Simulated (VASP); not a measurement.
# Ca (Fm-3m) in VASP: a series of runs

Runs on Ca. Level: PBE. Tasks: electric field gradients, density of states.

Program: VASP 6.6.1. These are calculated values, not measurements. Logs are shortened: lines on timing, memory, paths and dates and some standing lists are left out, and cuts for length are marked.

## 1. The cell of the first run

Symmetry: Fm-3m, No. 225, cubic system. The conventional cell has a = 5.588 Å, b = 5.588 Å, c = 5.588 Å, α = 90.00°, β = 90.00°, γ = 90.00°. Within 5.2 Å of Ca (site symmetry m-3m) lie 12 Ca at 3.95 Å.

## 2. Electric field gradients, PBE

Input file INCAR:

```
PREC = Accurate ; ENCUT = 520
EDIFF = 1E-8 ; ISMEAR = -1
SIGMA = 0.05 ; LREAL = F
LASPH = T ; NELM = 100
ALGO = Normal ; ISIF = 2
LWAVE = F ; LCHARG = F
GGA = PE ; LEFG = T
NBANDS = 11
```

Input file KPOINTS:

```
regular mesh
0
Gamma
  11 11 11
```

Input file POSCAR:

```
Ca
1.0
    0.0000000000      2.7942000000      2.7942000000
    2.7942000000      0.0000000000      2.7942000000
    2.7942000000      2.7942000000      0.0000000000
Ca
1
Direct
    0.0000000000      0.0000000000      0.0000000000
```

Potentials or basis: VASP PAW PBE potentials, release 64 (Ca_sv).

Started as:

```
$ cat potpaw_PBE.64/Ca_sv/POTCAR > POTCAR
$ mpirun -np 1 vasp_std > vasp.out
```

OUTCAR:

```text
PREC = Accurate
   ENCUT = 520
   EDIFF = 1E-8
   ISMEAR = -1
   LREAL = F
   LASPH = T
   NELM = 100
   ISIF = 2
   GGA = PE

 ion  position               nearest neighbor table
   1  0.000  0.000  0.000-

  LATTYP: Found a face centered cubic cell.
 ALAT       =     5.5884000000

  Lattice vectors:

 A1 = (   0.0000000000,   2.7942000000,   2.7942000000)
 A2 = (   2.7942000000,   0.0000000000,   2.7942000000)
 A3 = (   2.7942000000,   2.7942000000,   0.0000000000)

Analysis of symmetry for initial positions (statically):
=====================================================================
 Subroutine PRICEL returns:
 Original cell was already a primitive cell.

 Routine SETGRP: Setting up the symmetry group for a
 face centered cubic supercell.

 Subroutine GETGRP returns: Found 48 space group operations
 (whereof 48 operations were pure point group operations)
 out of a pool of 48 trial point group operations.

The static configuration has the point symmetry O_h .

Analysis of symmetry for dynamics (positions and initial velocities):
=====================================================================
 Subroutine PRICEL returns:
 Original cell was already a primitive cell.

 Routine SETGRP: Setting up the symmetry group for a
 face centered cubic supercell.

 Subroutine GETGRP returns: Found 48 space group operations
 (whereof 48 operations were pure point group operations)
 out of a pool of 48 trial point group operations.

The dynamic configuration has the point symmetry O_h .

 Subroutine INISYM returns: Found 48 space group operations
 (whereof 48 operations are pure point group operations),
 and found     1 'primitive' translations

----------------------------------------------------------------------------------------

                                     Primitive cell

  volume of cell :      43.6317

  direct lattice vectors                    reciprocal lattice vectors
     0.000000000  2.794200000  2.794200000    -0.178942094  0.178942094  0.178942094
     2.794200000  0.000000000  2.794200000     0.178942094 -0.178942094  0.178942094
     2.794200000  2.794200000  0.000000000     0.178942094  0.178942094 -0.178942094

  length of vectors
     3.951595536  3.951595536  3.951595536     0.309936799  0.309936799  0.309936799

  position of ions in fractional coordinates (direct lattice)
     0.000000000  0.000000000  0.000000000

  ion indices of the primitive-cell ions
   primitive index   ion index
                 1           1

----------------------------------------------------------------------------------------

 KPOINTS: regular mesh

Automatic generation of k-mesh.
 Grid dimensions read from file:
 generate k-points for:   11   11   11

 Generating k-lattice:

  Cartesian coordinates                     Fractional coordinates (reciprocal lattice)
    -0.016267463  0.016267463  0.016267463     0.090909091  0.000000000  0.000000000
     0.016267463 -0.016267463  0.016267463     0.000000000  0.090909091  0.000000000
     0.016267463  0.016267463 -0.016267463     0.000000000  0.000000000  0.090909091

  Length of vectors
     0.028176073  0.028176073  0.028176073

  Shift w.r.t. Gamma in fractional coordinates (k-lattice)
     0.000000000  0.000000000  0.000000000

 Subroutine IBZKPT returns following result:
 ===========================================

 Found     56 irreducible k-points:

 Following reciprocal coordinates:
            Coordinates               Weight
  0.000000  0.000000  0.000000      1.000000
  0.090909  0.000000  0.000000      8.000000
  0.181818  0.000000  0.000000      8.000000
  0.272727  0.000000  0.000000      8.000000
  0.363636  0.000000  0.000000      8.000000
  0.454545  0.000000  0.000000      8.000000
[... 16 lines left out ...]
 -0.272727  0.181818  0.000000     24.000000
 -0.181818  0.181818  0.000000     12.000000
 [... further k-points ...]
   k-points           NKPTS =     56   k-points in BZ     NKDIM =     56   number of bands    NBANDS=     11
   number of dos      NEDOS =    301   number of ions     NIONS =      1
   total plane-waves  NPLWV =  27000
   dimension x,y,z NGX =    30 NGY =   30 NGZ =   30
   dimension x,y,z NGXF=    60 NGYF=   60 NGZF=   60
   ions per type =               1
   NGX,Y,Z   is equivalent  to a cutoff of  12.62, 12.62, 12.62 a.u.
   NGXF,Y,Z  is equivalent  to a cutoff of  25.24, 25.24, 25.24 a.u.
 SYSTEM =  unknown system
   PREC   = accura    normal or accurate (medium, high low for compatibility)
   ISTART =      0    job   : 0-new  1-cont  2-samecut
   ICHARG =      2    charge: 1-file 2-atom 10-const
   ISPIN  =      1    spin polarized calculation?
   LNONCOLLINEAR =      F non collinear calculations
   LSORBIT =      F    spin-orbit coupling
   LASPH  =      T    aspherical Exc in radial PAW
   ENCUT  =  520.0 eV  38.22 Ry    6.18 a.u.   7.35  7.35  7.35*2*pi/ulx,y,z
   NELM   =    100;   NELMIN=  2; NELMDL= -5     # of ELM steps
   EDIFF  = 0.1E-07   stopping-criterion for ELM
   LREAL  =      F    real-space projection
   EDIFFG = 0.1E-06   stopping-criterion for IOM
   NSW    =      0    number of steps for IOM
   IBRION =     -1    ionic relax: 0-MD 1-quasi-New 2-CG
   NFREE  =      0    steps in history (QN), initial steepest desc. (CG)
   ISIF   =      2    stress and relaxation
   ISYM   =      2    0-nonsym 1-usesym 2-fastsym
   POTIM  = 0.5000    time-step for ionic-motion
   TEBEG  =    0.0;   TEEND  =   0.0 temperature during run
   PSTRESS=    0.0 pullay stress
   NELECT =      10.0000    total number of electrons
   NUPDOWN=      -1.0000    fix difference up-down
   EMIN   =  10.00;   EMAX   =-10.00  energy-range for DOS
   EFERMI =   0.00;   METHOD = LEGACY
   ISMEAR =    -1;   SIGMA  =   0.05  broadening in eV -4-tet -1-fermi 0-gaus
   EFERMI_NEDOS =   21; number of points for ismear=-14 and -15
   IALGO  =     38    algorithm
   IMIX   =      4    mixing-type and parameters
     AMIX     =   0.40;   BMIX     =  1.00
     AMIX_MAG =   1.60;   BMIX_MAG =  1.00
  volume/ion in A,a.u.               =      43.63       294.44
  Fermi-wavevector in a.u.,A,eV,Ry     =   1.001861  1.893242 13.656506  1.003725
  Thomas-Fermi vector in A             =   2.134310
   LORBIT       =      0    0 simple, 1 ext, 2 COOP (PROOUT), +10 PAW based schemes
   GGA     = PE    functional components
   LHFCALC =     F    Hartree Fock is set to
   AEXX    =    0.0000 exact exchange contribution
   IVDW    =     0    specifies the selected vdW correction
   LEPSILON=     F    determine dielectric tensor
   LRPA    =     F    only Hartree local field effects (RPA)
 non-spin polarized calculation
  energy-cutoff  :      520.00
  volume of cell :       43.63
 maximum number of plane-waves:      1211
 NGX is ok and might be reduce to    30
   NGX = 15   NGY = 15   NGZ = 15

 number of electron      10.0000000 magnetization

 number of electron       9.9999997 magnetization

 Free energy of the ion-electron system (eV)
  ---------------------------------------------------
  ext. energy  EPLUGINS =         0.00000000
  ---------------------------------------------------
  free energy    TOTEN  =        -1.93332580 eV

  energy without entropy =       -1.92217385  energy(sigma->0) =       -1.92774982

 E-fermi :   1.8264     XC(G=0):  -7.6332

 val. band max:        1.7485817945   @ k =  -0.3636   0.4545   0.0909
 cond. band min:       1.8300114946   @ k =   0.4545   0.0000   0.0000
 fundamental gap:      0.0814297001
 Fermi energy:         1.8263828486

 k-point     1 :       0.0000    0.0000    0.0000
  band No.  band energies     occupation
      1     -40.2646      2.00000
      2     -21.1854      2.00000
      3     -21.1854      2.00000
      4     -21.1854      2.00000
      5      -2.1365      2.00000
      6       4.1219      0.00000
      7       4.1219      0.00000
      8       4.1219      0.00000
      9       5.1501      0.00000
     10       5.1501      0.00000
     11      10.8040      0.00000

 k-point     2 :       0.0909    0.0000    0.0000
  band No.  band energies     occupation
      1     -40.2637      2.00000
      2     -21.1952      2.00000
      3     -21.1868      2.00000
      4     -21.1868      2.00000
      5      -1.9991      2.00000
      6       3.9762      0.00000
      7       4.1725      0.00000
      8       4.1725      0.00000
      9       5.1073      0.00000
     10       5.1073      0.00000
     11      10.9413      0.00000

 k-point     3 :       0.1818    0.0000    0.0000
  band No.  band energies     occupation
      1     -40.2612      2.00000
      2     -21.2214      2.00000
      3     -21.1904      2.00000
      4     -21.1904      2.00000
      5      -1.5977      2.00000
      6       3.6000      0.00000
      7       4.2600      0.00000
      8       4.2600      0.00000
      9       5.0674      0.00000
     10       5.0674      0.00000
     11      10.0619      0.00000

 k-point     4 :       0.2727    0.0000    0.0000
  band No.  band energies     occupation
      1     -40.2580      2.00000
      2     -21.2555      2.00000
      3     -21.1952      2.00000
      4     -21.1951      2.00000
      5      -0.9656      2.00000
      6       3.0925      0.00000
      7       4.2301      0.00000
      8       4.2301      0.00000
      9       5.2219      0.00000
     10       5.2219      0.00000
     11       8.6705      0.00000

 k-point     5 :       0.3636    0.0000    0.0000
  band No.  band energies     occupation
      1     -40.2550      2.00000
      2     -21.2865      2.00000
      3     -21.1995      2.00000
      4     -21.1995      2.00000
      5      -0.1677      2.00000
      6       2.4927      0.00000
      7       4.1102      0.00000
      8       4.1102      0.00000
      9       5.5304      0.00000
     10       5.5304      0.00000
     11       7.5582      0.00000
[... 211 lines left out ...]
 k-point    21 :      -0.4545    0.1818    0.0000
  band No.  band energies     occupation
      1     -40.2516      2.00000
      2     -21.2953      2.00000
      3     -21.2261      2.00000
      4     -21.2095      2.00000
      5       1.2838      1.99996
      6       1.7411      1.69275
      7       3.4836      0.00000
      8       4.3336      0.00000
      9       5.7679      0.00000
     10       5.9847      0.00000
     11       6.6589      0.00000

 k-point    22 :      -0.3636    0.1818    0.0000
  band No.  band energies     occupation
      1     -40.2522      2.00000
      2     -21.2893      2.00000
      3     -21.2285      2.00000
      4     -21.2053      2.00000
      5       0.7939      2.00000
      6       2.1943      0.00127
      7       3.4602      0.00000
      8       4.3371      0.00000
      9       5.4544      0.00000
     10       6.0639      0.00000
     11       7.0479      0.00000

 k-point    23 :      -0.2727    0.1818    0.0000
  band No.  band energies     occupation
      1     -40.2541      2.00000
      2     -21.2727      2.00000
      3     -21.2246      2.00000
      4     -21.1996      2.00000
      5      -0.0273      2.00000
      6       2.7755      0.00000
      7       3.5727      0.00000
      8       4.4339      0.00000
      9       5.0409      0.00000
     10       5.9273      0.00000
     11       7.9718      0.00000

 k-point    24 :      -0.1818    0.1818    0.0000
  band No.  band energies     occupation
      1     -40.2569      2.00000
      2     -21.2524      2.00000
      3     -21.2138      2.00000
      4     -21.1941      2.00000
      5      -0.7548      2.00000
      6       3.1420      0.00000
      7       3.8766      0.00000
      8       4.6041      0.00000
      9       4.6686      0.00000
     10       5.6144      0.00000
     11       9.0667      0.00000

 [... further k-points ...]
[... 5 lines left out ...]
  --------------------------------------------------------------------------------------
  -------------------------------------------------------------------------------------
  Total       -0.1487109     -0.1487109     -0.1487109      0.0000000      0.0000000      0.0000000
  in kB       -5.4607309     -5.4607309     -5.4607309      0.0000000      0.0000000      0.0000000
  external PRESSURE =      -5.4607309 kB  Pullay stress =       0.0000000 kB

 VOLUME and BASIS-vectors are now :
 -----------------------------------------------------------------------------
  energy-cutoff  :      520.00
  volume of cell :       43.63
      direct lattice vectors                 reciprocal lattice vectors
     0.000000000  2.794200000  2.794200000    -0.178942094  0.178942094  0.178942094
     2.794200000  0.000000000  2.794200000     0.178942094 -0.178942094  0.178942094
     2.794200000  2.794200000  0.000000000     0.178942094  0.178942094 -0.178942094

 POSITION                                       TOTAL-FORCE (eV/Angst)
 -----------------------------------------------------------------------------------
      0.00000      0.00000      0.00000         0.000000     -0.000000     -0.000000
 -----------------------------------------------------------------------------------
    total drift:                               -0.000000     -0.000000      0.000000

  FREE ENERGIE OF THE ION-ELECTRON SYSTEM (eV)
  ---------------------------------------------------
  free  energy   TOTEN  =        -1.9333257958 eV

  energy  without entropy=       -1.9221738503  energy(sigma->0) =       -1.92774982

 Electric field gradients (V/A^2)
---------------------------------------------------------------------
 ion       V_xx      V_yy      V_zz      V_xy      V_xz      V_yz
---------------------------------------------------------------------
   1       0.000    -0.000    -0.000     0.000     0.000     0.000
---------------------------------------------------------------------

 Electric field gradients after diagonalization (V/A^2)
 (convention: |V_zz| > |V_xx| > |V_yy|)
----------------------------------------------------------------------
 ion       V_xx      V_yy      V_zz     asymmetry (V_yy - V_xx)/ V_zz
----------------------------------------------------------------------
   1      -0.000    -0.000     0.001       0.000
----------------------------------------------------------------------

           NMR quadrupolar parameters

 Cq : quadrupolar parameter    Cq=e*Q*V_zz/h
 eta: asymmetry parameters     (V_yy - V_xx)/ V_zz
 Q  : nuclear electric quadrupole moment in mb (millibarn)
----------------------------------------------------------------------
 ion       Cq(MHz)       eta       Q (mb)
----------------------------------------------------------------------
   1       0.000       0.000       1.000
----------------------------------------------------------------------
```

Wall time 27 s (1 thread of Intel Xeon 6975P-C, shared host); peak memory 0.18 GiB.

What came out:

```yaml
Free_energy: -1.9333 eV
Pressure: -0.5 GPa
Band_gap_on_the_k_mesh: zero (band 5 reaches 1.99 eV, above the bottom of band 6 at 1.69 eV)
```

Levels at points of the mesh, in eV from the Fermi level:
```tsv
k point	band 2	band 3	band 4	band 5	band 6	band 7	band 8	band 9
(0.00, 0.00, 0.00)	-23.01	-23.01	-23.01	-3.96	2.30	2.30	2.30	3.32
```

Caveat: without QUAD_EFG the Cq values of the log hold for a quadrupole moment of 1 mb, not for the nuclei.

## 3. Electric field gradients, PBE (volume scaled by 1.03)

Input file INCAR:

```
SYSTEM = Ca
PREC     = Accurate       ! precision mode
ENCUT    = 520            ! plane-wave cutoff, eV
EDIFF    = 1E-8           ! SCF threshold, eV
ISMEAR   = -1             ! smearing method
SIGMA    = 0.05           ! smearing width, eV
LREAL    = .FALSE.        ! projectors in reciprocal space
LASPH    = .TRUE.         ! aspherical terms in the spheres
NELM     = 60             ! most SCF steps
ALGO     = Normal         ! electronic algorithm
ISIF     = 2              ! what is computed and relaxed
LWAVE    = .FALSE.        ! write WAVECAR
LCHARG   = .FALSE.        ! write CHGCAR
GGA      = PE             ! functional
LEFG     = .TRUE.       
NBANDS   = 11             ! bands
```

Input file KPOINTS:

```
Automatic mesh
0
G
  11 11 11
  0 0 0
```

Input file POSCAR:

```
Ca
1.0
    0.0000000000      2.8218671459      2.8218671459
    2.8218671459      0.0000000000      2.8218671459
    2.8218671459      2.8218671459      0.0000000000
Ca
1
Direct
    0.0000000000      0.0000000000      0.0000000000
```

Potentials or basis: VASP PAW PBE potentials, release 64 (Ca_sv).

Started as:

```
$ cat potpaw_PBE.64/Ca_sv/POTCAR > POTCAR
$ mpirun -np 1 vasp_std > vasp.out
```

OUTCAR:

```text
SYSTEM = Ca
   PREC = Accurate
   ENCUT = 520
   EDIFF = 1E-8
   ISMEAR = -1
   LREAL = .FALSE.
   LASPH = .TRUE.
   NELM = 60
   ISIF = 2
   GGA = PE

 ion  position               nearest neighbor table
   1  0.000  0.000  0.000-

  LATTYP: Found a face centered cubic cell.
 ALAT       =     5.6437342918

  Lattice vectors:

 A1 = (   0.0000000000,   2.8218671459,   2.8218671459)
 A2 = (   2.8218671459,   0.0000000000,   2.8218671459)
 A3 = (   2.8218671459,   2.8218671459,   0.0000000000)

Analysis of symmetry for initial positions (statically):
=====================================================================
 Subroutine PRICEL returns:
 Original cell was already a primitive cell.

 Routine SETGRP: Setting up the symmetry group for a
 face centered cubic supercell.

[... 517 lines left out ...]
  external PRESSURE =      -9.8074273 kB  Pullay stress =       0.0000000 kB

 VOLUME and BASIS-vectors are now :
 -----------------------------------------------------------------------------
  energy-cutoff  :      520.00
  volume of cell :       44.94
      direct lattice vectors                 reciprocal lattice vectors
     0.000000000  2.821867146  2.821867146    -0.177187647  0.177187647  0.177187647
     2.821867146  0.000000000  2.821867146     0.177187647 -0.177187647  0.177187647
     2.821867146  2.821867146  0.000000000     0.177187647  0.177187647 -0.177187647

 POSITION                                       TOTAL-FORCE (eV/Angst)
 -----------------------------------------------------------------------------------
      0.00000      0.00000      0.00000         0.000000     -0.000000     -0.000000
 -----------------------------------------------------------------------------------
    total drift:                               -0.000000     -0.000000      0.000000

  FREE ENERGIE OF THE ION-ELECTRON SYSTEM (eV)
  ---------------------------------------------------
  free  energy   TOTEN  =        -1.9272553693 eV

  energy  without entropy=       -1.9159466429  energy(sigma->0) =       -1.92160101

 Electric field gradients (V/A^2)
---------------------------------------------------------------------
 ion       V_xx      V_yy      V_zz      V_xy      V_xz      V_yz
---------------------------------------------------------------------
   1      -0.000     0.000    -0.000     0.001     0.001     0.001
---------------------------------------------------------------------

 Electric field gradients after diagonalization (V/A^2)
 (convention: |V_zz| > |V_xx| > |V_yy|)
----------------------------------------------------------------------
 ion       V_xx      V_yy      V_zz     asymmetry (V_yy - V_xx)/ V_zz
----------------------------------------------------------------------
   1      -0.001    -0.001     0.001       0.000
----------------------------------------------------------------------

           NMR quadrupolar parameters

 Cq : quadrupolar parameter    Cq=e*Q*V_zz/h
 eta: asymmetry parameters     (V_yy - V_xx)/ V_zz
 Q  : nuclear electric quadrupole moment in mb (millibarn)
----------------------------------------------------------------------
 ion       Cq(MHz)       eta       Q (mb)
----------------------------------------------------------------------
   1       0.000       0.000       1.000
----------------------------------------------------------------------
```

Wall time 29 s (1 thread of Intel Xeon 6975P-C, shared host); peak memory 0.18 GiB.

Results:

* Free energy: -1.9273 eV
* Pressure: -1.0 GPa
* Band gap on the k mesh: zero (band 5 reaches 1.89 eV, above the bottom of band 6 at 1.56 eV)

Caveat: without QUAD_EFG the Cq values of the log hold for a quadrupole moment of 1 mb, not for the nuclei.

(Part 1 of 2 ends here.)
